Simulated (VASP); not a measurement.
Set up this calculation in VASP 6.6.1, as the native input.

| Item | Value |
| --- | --- |
| Task | single point |
| Functional | PBE |
| Potentials or basis | VASP PAW PBE potentials, release 64 (B, As) |
| Cutoff | 520 eV |
| k mesh | 8 × 8 × 8 |
| Occupations | gaussian, width 0.01 eV |
| Spin | no spin polarisation |
| Dipole correction | no |
| Further INCAR settings | ALGO = Normal; EDIFF = 1e-06; NBANDS = 11 |

The structure of BAs lies in POSCAR:

```
BAs
1.0
    0.0000000000      2.4199312360      2.4199312360
    2.4199312360      0.0000000000      2.4199312360
    2.4199312360      2.4199312360      0.0000000000
B As
1 1
Direct
    0.0000000000      0.0000000000      0.0000000000
    0.2500000000      0.2500000000      0.2500000000
```

One way to write it, as run:

INCAR

```
SYSTEM = BAs
PREC = Accurate
ENCUT = 520
EDIFF = 1E-6
ISMEAR = 0
SIGMA = 0.01
LREAL = .FALSE.
LASPH = .TRUE.
NELM = 100
ALGO = Normal
ISIF = 2
LWAVE = .FALSE.
LCHARG = .FALSE.
GGA = PE
NBANDS = 11
```

KPOINTS

```
Automatic mesh
0
G
  8 8 8
  0 0 0
```

Potentials or basis: VASP PAW PBE potentials, release 64 (B, As).

Command:

```bash
$ cat potpaw_PBE.64/B/POTCAR potpaw_PBE.64/As/POTCAR > POTCAR
$ mpirun -np 1 vasp_std > vasp.out
```

Results of the run:

```yaml
Pressure: -1.9 GPa
Band_gap_on_the_k_mesh: 1.23 eV, indirect (least direct gap 3.23 eV)
```

It took 9.9 s on 1 thread of Intel(R) Xeon(R) 6975P-C (Granite Rapids) (shared host), peak memory 0.15 GiB.
